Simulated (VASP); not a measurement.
Crystal: Al2W2O.

```xyz
5
Lattice="3.3004 0.0000 0.0000 -1.6502 2.8582 0.0000 0.0000 0.0000 8.1052" Properties=species:S:1:pos:R:3 pbc="T T T"
Al    0.0000    1.9055    0.0000
Al    1.6502    0.9527    0.0000
W     0.0000    0.0000    6.2913
W     0.0000    0.0000    1.8139
O     0.0000    0.0000    0.0000
```

| Property | Result |
| --- | --- |
| Program | VASP 6.6.1 |
| Task | relaxation of cell and atoms |
| Functional | PBE |
| Potentials or basis | VASP PAW PBE potentials, release 64 (Al, W_sv, O) |
| Cutoff | 600 eV |
| k mesh | 6 × 6 × 2 |
| Occupations | gaussian, width 0.1 eV |
| Spin | no spin polarisation |

At the start: pressure 74.5 GPa; volume 15.29 Å³/atom.

**Question.** How do energy, volume and symmetry change on relaxing?

**Answer.** Over 46 steps the energy falls by 2251.6 meV/atom and the volume is 19.49 Å³/atom (+27.5 %); space group P6/mmm (No. 191, to 0.05 Å).

The path:
| step | energy change (eV) | largest force (eV/Å) | pressure (GPa) | volume (Å³) |
| --- | --- | --- | --- | --- |
| 1 | 0.0000 | 6.5882 | 74.53 | 76.46 |
| 3 | -6.5239 | 2.4364 | -3.73 | 114.82 |
| 5 | -6.5763 | 2.2107 | -1.09 | 110.80 |
| 7 | 17.6720 | 86.1535 | 103.21 | 111.77 |
| 9 | -6.8065 | 14.6560 | 19.31 | 114.01 |
| 11 | -9.0504 | 2.0311 | 3.05 | 114.09 |
| 13 | -9.1884 | 0.2021 | -3.53 | 119.98 |
| 15 | -9.3004 | 1.2652 | -2.39 | 118.08 |
| 17 | -9.3893 | 1.8174 | -1.81 | 116.14 |
| 19 | -10.1809 | 3.7314 | 0.21 | 107.48 |
| 21 | -9.7629 | 4.9690 | 3.96 | 107.00 |
| 23 | -9.8979 | 5.1622 | 7.93 | 103.74 |
| 25 | -9.9082 | 4.6464 | 8.89 | 103.04 |
| 27 | -9.9409 | 1.8976 | 8.63 | 101.23 |
| 29 | -9.9728 | 2.9427 | 8.30 | 101.54 |
| 31 | -10.0264 | 3.4822 | 7.89 | 101.96 |
| 33 | -10.4097 | 2.8496 | 5.31 | 103.57 |
| 35 | -10.6775 | 2.1107 | -8.39 | 109.78 |
| 37 | -10.8247 | 2.4202 | -3.92 | 107.38 |
| 39 | -11.0135 | 1.6705 | -2.78 | 105.17 |
| 41 | -11.1707 | 0.5054 | 0.79 | 100.96 |
| 43 | -11.2366 | 0.2035 | -2.47 | 100.11 |
| 45 | -11.2502 | 0.1577 | -1.34 | 99.17 |
| 46 | -11.2582 | 0.0120 | -0.12 | 97.46 |

Final structure:
```
Al W O
1.0
     4.22800    0.00000    0.00000
    -2.11400    3.66155    0.00000
     0.00000    0.00000    6.29514
Al W O
2 2 1
Direct
  0.33333 0.66667 0.00000
  0.66667 0.33333 0.00000
  0.00000 0.00000 0.67878
  0.00000 0.00000 0.32122
  0.00000 0.00000 0.00000
```

Caveat: the k points lie up to 0.50 Å⁻¹ apart in the final cell; the volume moved by over 15 % at a fixed basis, so the end points are rough.
